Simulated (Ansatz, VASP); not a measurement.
YRh in VASP and in Ansatz

File INCAR:

```
ALGO = Normal
EDIFF = 1E-6
ENCUT = 500
GGA_COMPAT = False
ISIF = 2
ISMEAR = -1
LASPH = True
LCHARG = True
LELF = True
LREAL = False
LVHAR = True
LWAVE = False
NBANDS = 20
NELM = 120
PREC = Accurate
SIGMA = 0.0272
```

File KPOINTS:

```
k-points
0
Gamma
  8 8 8
```

The input POSCAR:

```
YRh
1.0
    3.4070000000      0.0000000000      0.0000000000
    0.0000000000      3.4070000000      0.0000000000
    0.0000000000      0.0000000000      3.4070000000
Y Rh
1 1
Direct
    0.5000000000      0.5000000000      0.5000000000
    0.0000000000      0.0000000000      0.0000000000
```

Input for Ansatz:

```yaml
crystal:
  lattice:
    - [3.407, 0.0, 0.0]
    - [0.0, 3.407, 0.0]
    - [0.0, 0.0, 3.407]
  atoms:
    - { symbol: "Y", position: [0.5, 0.5, 0.5] }
    - { symbol: Rh, position: [0.0, 0.0, 0.0] }
kpoints:
  mp_grid: { grid: [8, 8, 8] }
scf:
  occupations: { method: fermi_dirac, width: 0.0272 }
hamiltonian:
  xc: lda
  pseudopotentials: { kind: all_electron, lapw: { basis_error: 0.001 } }
output:
  forces: true
  stress: true
  eigenvalues: true
  eigenstates:
    nscf_kmesh: { grid: [16, 16, 16] }
    de_dk: true
    e_range: [-14, 14]
  optics:
    e_range: [0, 30]
    de: 0.2
    sigma: 0.15
    bands: { spectra_wanted_up_to: 30 }
    nscf_kmesh: { grid: [16, 16, 16] }
    drude_damping: 0.109
checkpoint:
  write: ck
  write_wavefunctions: false
```

Alike in both runs: task single point; functional LDA; k mesh 8 × 8 × 8; occupations fermi-dirac, width 0.0272 eV; no spin polarisation.

```csv
,VASP,Ansatz
version,VASP 6.6.1,Ansatz 0.2.0
potentials or method,"VASP PAW LDA potentials, release 64 (Y_sv, Rh_pv), cutoff 500 eV","all-electron LAPW, scalar-relativistic"
```

```tsv
	VASP	Ansatz	Ansatz less VASP
pressure (GPa)	-5.6	-5.7	-0.11
```

LDA's correlation is that of Perdew and Zunger in VASP and of Perdew and Wang (1992) in Ansatz. Ansatz ran all-electron here, and VASP with PAW potentials. Ansatz's warnings: optics on partly filled bands.
